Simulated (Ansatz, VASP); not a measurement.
## GaN: VASP beside Ansatz

```
CELL_PARAMETERS angstrom
3.21627 0.00000 0.00000
0.00000 4.54849 0.00000
0.00000 0.00000 17.60810
ATOMIC_POSITIONS crystal
Ga 0.00000 0.84121 0.47708
Ga 0.50000 0.34121 0.52292
N 0.50000 0.65878 0.45522
N 0.00000 0.15880 0.54478
```

Alike in both runs: functional PBE; k mesh 8 × 6 × 1; occupations fermi-dirac, width 0.02 eV; no spin polarisation.

Ansatz relaxed the structure, and its values are those at the end. VASP's run is a single point on that final structure, the one shown.

|  | VASP | Ansatz |
| --- | --- | --- |
| version | VASP 6.6.1 | Ansatz 0.2.0 |
| potentials or method | VASP PAW PBE potentials, release 64 (Ga_d, N), cutoff 520 eV | all-electron LAPW, scalar-relativistic |

```csv
,VASP,Ansatz,Ansatz less VASP
gap on the k mesh at the Fermi level (eV),2.19,2.20,+0.012
rms of the force components (eV/Å),0.008,0.004,-0.0042
```

Ansatz ran all-electron here, and VASP with PAW potentials.
